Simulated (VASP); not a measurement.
Input of a VASP 6.6.1 run:

File POSCAR:

```
PbS
1.0
    0.0000000000      3.3008065408      3.3008065408
    3.3008065408      0.0000000000      3.3008065408
    3.3008065408      3.3008065408      0.0000000000
Pb S
1 1
Direct
    0.0000000000      0.0000000000      0.0000000000
    0.2500000000      0.2500000000      0.2500000000
```

INCAR.step1

```
SYSTEM = PbS
ALGO = Normal ; EDIFF = 1E-4
ENCUT = 520 ; GGA = PE
ISMEAR = 0 ; LASPH = .TRUE.
LCHARG = .FALSE. ; LREAL = .FALSE.
LWAVE = .TRUE. ; NBANDS = 17
NELM = 100 ; PREC = Accurate
SIGMA = 0.05
```

File INCAR.step2:

```
SYSTEM = PbS
ALGO = Normal ; EDIFF = 1E-6
ENCUT = 520 ; ISIF = 2
ISMEAR = 0 ; ISTART = 1
LASPH = .TRUE. ; LCHARG = .FALSE.
LMIXTAU = .TRUE. ; LREAL = .FALSE.
LWAVE = .FALSE. ; METAGGA = R2SCAN
NBANDS = 17 ; NELM = 100
PREC = Accurate ; SIGMA = 0.05
```

File KPOINTS:

```
k-points
0
G
  6 6 6
  0 0 0
```

Potentials or basis: VASP PAW PBE potentials, release 64 (Pb_d, S).

Launch:

```console
$ cat potpaw_PBE.64/Pb_d/POTCAR potpaw_PBE.64/S/POTCAR > POTCAR
$ cp INCAR.step1 INCAR
$ mpirun -np 1 vasp_std > vasp.out
$ cp INCAR.step2 INCAR
$ mpirun -np 1 vasp_std > vasp.out
```

(1) Predict the pressure.

(2) Predict the band gap on the k mesh.

## Answers

(1) 0.0 GPa.

(2) 1.07 eV, indirect (least direct gap 1.44 eV).

Caveat: the PAW data sets were made with another functional, which shifts forces and pressure a little; spin-orbit coupling is left out, which moves the levels of the heavy elements.
